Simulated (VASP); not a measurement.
# SiNi (P2_1/m) in VASP: further runs

Runs on SiNi. Level: PBEsol. Tasks: single point.

Everything below comes from runs of VASP 6.6.1. Logs are shortened: lines on timing, memory, paths and dates and some standing lists are left out, and cuts for length are marked.

## Step 1: The cell of the first run

It takes space group P2_1/m (No. 11, monoclinic). The conventional cell has a = 5.088 Å, b = 3.358 Å, c = 11.806 Å, α = 90.00°, β = 90.00°, γ = 90.00°. Within 3.0 Å of Si (site symmetry m) lie 6 Ni at 2.26 to 2.38 Å and 2 Si at 2.65 Å. Within 3.0 Å of Si (site symmetry m) lie 6 Ni at 2.26 to 2.38 Å and 2 Si at 2.65 Å. Within 3.5 Å of Si (site symmetry m) lie 7 Ni at 2.30 to 3.43 Å and 8 Si at 3.01 to 3.36 Å. Within 3.0 Å of Si (site symmetry m) lie 6 Ni at 2.26 to 2.38 Å and 2 Si at 2.65 Å. Within 3.1 Å of Ni (site symmetry m) lie 6 Si at 2.26 to 3.08 Å and 4 Ni at 2.64 to 2.67 Å. Ni (site symmetry m) has 6 Si at 2.26 to 2.38 Å and 4 Ni at 2.64 to 2.67 Å within 3.0 Å. Within 3.0 Å of Ni (site symmetry m) lie 6 Si at 2.30 to 2.82 Å and 2 Ni at 2.64 Å. Within 3.0 Å of Ni (site symmetry m) lie 6 Si at 2.26 to 2.38 Å and 4 Ni at 2.64 to 2.67 Å.

## Step 2: Single point, PBEsol (the distance across one plane changed)

INCAR

```
PREC = Accurate ; ENCUT = 520
EDIFF = 1E-6 ; ISMEAR = 0
SIGMA = 0.15 ; LREAL = Auto
LASPH = True ; NELM = 60
ALGO = Fast ; ISIF = 2
LWAVE = False ; LCHARG = False
GGA = PS ; NBANDS = 70
```

KPOINTS

```
Automatic mesh
0
Gamma
  8 12 4
```

POSCAR

```
SiNi
1.0
   -5.0878282958      0.0000000000      0.0000000000
    0.0000000000     -3.3577714519      0.0000000000
    0.0000000000      0.0000000000     11.8056604556
Si Ni
8 8
Direct
    0.6785723358      0.2500000000      0.7428817206
    0.6785723358      0.2500000000      0.2746461443
    0.8214276642      0.7500000000      0.0405283561
    0.8214276642      0.7500000000      0.5087639325
    0.1785723358      0.2500000000      0.8959427966
    0.1785723358      0.2500000000      0.4277072203
    0.3214276642      0.7500000000      0.1935894321
    0.3214276642      0.7500000000      0.6618250085
    0.9906992690      0.7500000000      0.7900943285
    0.9906992690      0.7500000000      0.3218587521
    0.5093007310      0.2500000000      0.0877409639
    0.5093007310      0.2500000000      0.5559765403
    0.4906992690      0.7500000000      0.8487301888
    0.4906992690      0.7500000000      0.3804946124
    0.0093007310      0.2500000000      0.1463768243
    0.0093007310      0.2500000000      0.6146124006
```

Potentials or basis: VASP PAW PBE potentials, release 64 (Si, Ni).

Launch:

```bash
$ cat potpaw_PBE.64/Si/POTCAR potpaw_PBE.64/Ni/POTCAR > POTCAR
$ mpirun -np 1 vasp_std > vasp.out
```

OUTCAR:

```text
PREC = Accurate
   ENCUT = 520
   EDIFF = 1E-6
   ISMEAR = 0
   LREAL = Auto
   LASPH = True
   NELM = 60
   ISIF = 2
   GGA = PS

 ion  position               nearest neighbor table
   1  0.679  0.250  0.743-  16 2.26  13 2.30  13 2.30  12 2.37   9 2.38   9 2.38   8 2.65   8 2.65
                             5 3.12   5 3.12
   2  0.679  0.250  0.275-  15 2.26  14 2.30  14 2.30  11 2.37  10 2.38  10 2.38   7 2.65   7 2.65
                             6 3.12   6 3.12
   3  0.821  0.750  0.041-  15 2.30  15 2.30  11 2.38  11 2.38  13 2.82   5 3.01   5 3.01   9 3.08
                             7 3.12   7 3.12
   4  0.821  0.750  0.509-  14 2.26  16 2.30  16 2.30  10 2.37  12 2.38  12 2.38   6 2.65   6 2.65
                             8 3.12   8 3.12
   5  0.179  0.250  0.896-   9 2.30   9 2.30  13 2.38  13 2.38  11 2.82   3 3.01   3 3.01  15 3.08
                             1 3.12   1 3.12
   6  0.179  0.250  0.428-  12 2.26  10 2.30  10 2.30  16 2.37  14 2.38  14 2.38   4 2.65   4 2.65
                             2 3.12   2 3.12
   7  0.321  0.750  0.194-  10 2.26  11 2.30  11 2.30  14 2.37  15 2.38  15 2.38   2 2.65   2 2.65
                             3 3.12   3 3.12
   8  0.321  0.750  0.662-   9 2.26  12 2.30  12 2.30  13 2.37  16 2.38  16 2.38   1 2.65   1 2.65
                             4 3.12   4 3.12
   9  0.991  0.750  0.790-   8 2.26   5 2.30   5 2.30   1 2.38   1 2.38  13 2.64  13 2.64  16 2.67
[... 9 lines left out ...]
  14  0.491  0.750  0.380-   4 2.26   2 2.30   2 2.30   7 2.37   6 2.38   6 2.38  10 2.64  10 2.64
                            12 2.67  12 2.67
  15  0.009  0.250  0.146-   2 2.26   3 2.30   3 2.30   7 2.38   7 2.38  11 2.64  11 2.64  10 2.67
                            10 2.67   5 3.08
  16  0.009  0.250  0.615-   1 2.26   4 2.30   4 2.30   6 2.37   8 2.38   8 2.38  12 2.64  12 2.64
                             9 2.67   9 2.67

  LATTYP: Found a simple orthorhombic cell.
 ALAT       =     3.3577714519
 B/A-ratio  =     1.5152396072
 C/A-ratio  =     3.5159213856

  Lattice vectors:

 A1 = (   0.0000000000,   3.3577714519,   0.0000000000)
 A2 = (  -5.0878282958,   0.0000000000,   0.0000000000)
 A3 = (   0.0000000000,   0.0000000000,  11.8056604556)

Analysis of symmetry for initial positions (statically):
=====================================================================
 Subroutine PRICEL returns:
 Original cell was already a primitive cell.

 Routine SETGRP: Setting up the symmetry group for a
 simple orthorhombic supercell.

 Subroutine GETGRP returns: Found  4 space group operations
 (whereof  1 operations were pure point group operations)
 out of a pool of  8 trial point group operations.

The static configuration has the point symmetry C_1 .
 The point group associated with its full space group is C_2h.

Analysis of symmetry for dynamics (positions and initial velocities):
=====================================================================
 Subroutine PRICEL returns:
 Original cell was already a primitive cell.

 Routine SETGRP: Setting up the symmetry group for a
 simple orthorhombic supercell.

 Subroutine GETGRP returns: Found  4 space group operations
 (whereof  1 operations were pure point group operations)
 out of a pool of  8 trial point group operations.

The dynamic configuration has the point symmetry C_1 .
 The point group associated with its full space group is C_2h.

 Subroutine INISYM returns: Found  4 space group operations
 (whereof  1 operations are pure point group operations),
 and found     1 'primitive' translations

----------------------------------------------------------------------------------------

                                     Primitive cell

  volume of cell :     201.6851

  direct lattice vectors                    reciprocal lattice vectors
    -5.087828296  0.000000000  0.000000000    -0.196547513  0.000000000  0.000000000
     0.000000000 -3.357771452  0.000000000     0.000000000 -0.297816577  0.000000000
     0.000000000  0.000000000 11.805660456     0.000000000  0.000000000  0.084705130

  length of vectors
     5.087828296  3.357771452 11.805660456     0.196547513  0.297816577  0.084705130

  position of ions in fractional coordinates (direct lattice)
     0.678572336  0.250000000  0.742881721
     0.678572336  0.250000000  0.274646144
     0.821427664  0.750000000  0.040528356
     0.821427664  0.750000000  0.508763933
     0.178572336  0.250000000  0.895942797
     0.178572336  0.250000000  0.427707220
[... 8 lines left out ...]
     0.009300731  0.250000000  0.146376824
     0.009300731  0.250000000  0.614612401

  ion indices of the primitive-cell ions
   primitive index   ion index
                 1           1
                 2           2
                 3           3
                 4           4
                 5           5
                 6           6
[... 8 lines left out ...]
                15          15
                16          16

----------------------------------------------------------------------------------------

 KPOINTS: Automatic mesh

Automatic generation of k-mesh.
 Grid dimensions read from file:
 generate k-points for:    8   12    4

 Generating k-lattice:

  Cartesian coordinates                     Fractional coordinates (reciprocal lattice)
    -0.024568439  0.000000000  0.000000000     0.125000000  0.000000000  0.000000000
     0.000000000 -0.024818048  0.000000000     0.000000000  0.083333333  0.000000000
     0.000000000  0.000000000  0.021176282     0.000000000  0.000000000  0.250000000

  Length of vectors
     0.024568439  0.024818048  0.021176282

  Shift w.r.t. Gamma in fractional coordinates (k-lattice)
     0.000000000  0.000000000  0.000000000

 Subroutine IBZKPT returns following result:
 ===========================================

 Found    126 irreducible k-points:

 Following reciprocal coordinates:
            Coordinates               Weight
  0.000000  0.000000  0.000000      1.000000
  0.125000  0.000000  0.000000      2.000000
  0.250000  0.000000  0.000000      2.000000
  0.375000  0.000000  0.000000      2.000000
  0.500000  0.000000  0.000000      1.000000
  0.000000  0.083333  0.000000      2.000000
[... 16 lines left out ...]
  0.250000  0.333333  0.000000      4.000000
  0.375000  0.333333  0.000000      4.000000
 [... further k-points ...]
   k-points           NKPTS =    126   k-points in BZ     NKDIM =    126   number of bands    NBANDS=     70
   number of dos      NEDOS =    301   number of ions     NIONS =     16
   total plane-waves  NPLWV = 100800
   dimension x,y,z NGX =    40 NGY =   28 NGZ =   90
   dimension x,y,z NGXF=    80 NGYF=   56 NGZF=  180
   ions per type =               8   8
   NGX,Y,Z   is equivalent  to a cutoff of  13.07, 13.86, 12.67 a.u.
   NGXF,Y,Z  is equivalent  to a cutoff of  26.14, 27.73, 25.35 a.u.
 SYSTEM =  unknown system
   PREC   = accura    normal or accurate (medium, high low for compatibility)
   ISTART =      0    job   : 0-new  1-cont  2-samecut
   ICHARG =      2    charge: 1-file 2-atom 10-const
   ISPIN  =      1    spin polarized calculation?
   LNONCOLLINEAR =      F non collinear calculations
   LSORBIT =      F    spin-orbit coupling
   LASPH  =      T    aspherical Exc in radial PAW
   ENCUT  =  520.0 eV  38.22 Ry    6.18 a.u.   9.46  6.24 21.95*2*pi/ulx,y,z
   NELM   =     60;   NELMIN=  2; NELMDL= -5     # of ELM steps
   EDIFF  = 0.1E-05   stopping-criterion for ELM
   LREAL  =      T    real-space projection
   EDIFFG = 0.1E-04   stopping-criterion for IOM
   NSW    =      0    number of steps for IOM
   IBRION =     -1    ionic relax: 0-MD 1-quasi-New 2-CG
   NFREE  =      0    steps in history (QN), initial steepest desc. (CG)
   ISIF   =      2    stress and relaxation
   ISYM   =      2    0-nonsym 1-usesym 2-fastsym
   POTIM  = 0.5000    time-step for ionic-motion
   TEBEG  =    0.0;   TEEND  =   0.0 temperature during run
   PSTRESS=    0.0 pullay stress
   NELECT =     112.0000    total number of electrons
   NUPDOWN=      -1.0000    fix difference up-down
   EMIN   =  10.00;   EMAX   =-10.00  energy-range for DOS
   EFERMI =   0.00;   METHOD = LEGACY
   ISMEAR =     0;   SIGMA  =   0.15  broadening in eV -4-tet -1-fermi 0-gaus
   EFERMI_NEDOS =   21; number of points for ismear=-14 and -15
   IALGO  =     68    algorithm
   IMIX   =      4    mixing-type and parameters
     AMIX     =   0.40;   BMIX     =  1.00
     AMIX_MAG =   1.60;   BMIX_MAG =  1.00
  volume/ion in A,a.u.               =      12.61        85.06
  Fermi-wavevector in a.u.,A,eV,Ry     =   1.345621  2.542856 24.636027  1.810697
  Thomas-Fermi vector in A             =   2.473519
   LORBIT       =      0    0 simple, 1 ext, 2 COOP (PROOUT), +10 PAW based schemes
   GGA     = PS    functional components
   LHFCALC =     F    Hartree Fock is set to
   AEXX    =    0.0000 exact exchange contribution
   IVDW    =     0    specifies the selected vdW correction
   LEPSILON=     F    determine dielectric tensor
   LRPA    =     F    only Hartree local field effects (RPA)
 non-spin polarized calculation
 RMM-DIIS sequential band-by-band and
 Gauss-broadening in eV      SIGMA  =   0.15
  energy-cutoff  :      520.00
  volume of cell :      201.69
 maximum number of plane-waves:      5472
 NGX is ok and might be reduce to    40
   NGX = 19   NGY = 13   NGZ = 43

 number of electron     112.0000035 magnetization

 Free energy of the ion-electron system (eV)
  ---------------------------------------------------
  ext. energy  EPLUGINS =         0.00000000
  ---------------------------------------------------
  free energy    TOTEN  =      -102.62873924 eV

  energy without entropy =     -102.56921585  energy(sigma->0) =     -102.59897755

 E-fermi :   9.7340     XC(G=0): -12.0939

 val. band max:        9.7328331038   @ k =   0.0000   0.1667   0.2500
 cond. band min:       9.7369797526   @ k =   0.0000   0.4167   0.5000
 fundamental gap:      0.0041466488
 Fermi energy:         9.7340354993

 k-point     1 :       0.0000    0.0000    0.0000
  band No.  band energies     occupation
      1      -3.2194      2.00000
      2      -2.3162      2.00000
      3      -1.5665      2.00000
      4       0.4584      2.00000
      5       0.9807      2.00000
      6       2.0386      2.00000
[... 1693 lines left out ...]
     67      12.7001      0.00000
     68      13.4284      0.00000

 [... further k-points ...]

 [bands above 68 left out]

------------------------ aborting loop because EDIFF is reached ----------------------------------------

  FORCE on cell =-STRESS in cart. coord.  units (eV):
  Direction    XX          YY          ZZ          XY          YZ          ZX
  --------------------------------------------------------------------------------------
  -------------------------------------------------------------------------------------
  Total       -3.6405630     -3.3423233    -10.7942921      0.0000000      0.0000000      1.2806306
  in kB      -28.9204649    -26.5512620    -85.7493586      0.0000000      0.0000000     10.1732705
  external PRESSURE =     -47.0736952 kB  Pullay stress =       0.0000000 kB

 VOLUME and BASIS-vectors are now :
 -----------------------------------------------------------------------------
  energy-cutoff  :      520.00
  volume of cell :      201.69
      direct lattice vectors                 reciprocal lattice vectors
    -5.087828296  0.000000000  0.000000000    -0.196547513  0.000000000  0.000000000
     0.000000000 -3.357771452  0.000000000     0.000000000 -0.297816577  0.000000000
     0.000000000  0.000000000 11.805660456     0.000000000  0.000000000  0.084705130

 POSITION                                       TOTAL-FORCE (eV/Angst)
 -----------------------------------------------------------------------------------
     -3.45246     -0.83944      8.77021        -0.098195     -0.000000      0.370427
     -3.45246     -0.83944      3.24238        -0.097940     -0.000000     -0.231452
     -4.17928     -2.51833      0.47846         0.388499     -0.000000     -1.026160
     -4.17928     -2.51833      6.00629        -0.002533     -0.000000      0.028772
     -0.90855     -0.83944     10.57720        -0.388499     -0.000000      1.026160
     -0.90855     -0.83944      5.04937         0.002533     -0.000000     -0.028772
[... 8 lines left out ...]
     -0.04732     -0.83944      1.72808        -0.012567      0.000000     -0.617317
     -0.04732     -0.83944      7.25591        -0.029827     -0.000000     -0.034434
 -----------------------------------------------------------------------------------
    total drift:                                0.000006     -0.000000     -0.000053

  FREE ENERGIE OF THE ION-ELECTRON SYSTEM (eV)
  ---------------------------------------------------
  free  energy   TOTEN  =      -102.6287392380 eV

  energy  without entropy=     -102.5692158536  energy(sigma->0) =     -102.59897755
```

Run time: 77 min. Hardware: 1 thread of Oxide Virtual Turin-like, shared host; peak memory 1 GiB.

What came out:

```yaml
Free_energy: -102.6287 eV
Pressure: -4.7 GPa
Largest_force: 1.097 eV/Å
Band_gap_on_the_k_mesh: zero (bands 56 and 57 overlap by 2.11 eV)
```

Forces in eV/Å, atoms in the order of the input:
```
Si  -0.098  0.000  0.370
Si  -0.098  0.000 -0.231
Si   0.388  0.000 -1.026
Si  -0.003  0.000  0.029
Si  -0.388  0.000  1.026
Si   0.003  0.000 -0.029
Si   0.098  0.000 -0.370
Si   0.098  0.000  0.231
Ni   0.013  0.000  0.617
Ni   0.030  0.000  0.034
Ni   0.134  0.000 -0.785
Ni  -0.019  0.000  0.045
Ni  -0.134  0.000  0.785
Ni   0.019  0.000 -0.045
Ni  -0.013  0.000 -0.617
Ni  -0.030  0.000 -0.034
```

Stress tensor (GPa, compression positive):
```
-2.89  0.00  1.02
 0.00 -2.66  0.00
 1.02  0.00 -8.57
```

Caveat: the cell differs from its parent crystal (the distance across one plane changed); the stress differs along the axes, from -9 to -3 GPa; the PAW data sets were made with another functional, which shifts forces and pressure a little. Spin polarisation is off, so any magnetic state and its effect on volume and gap are missing.

(Part 1 of 2 ends here.)
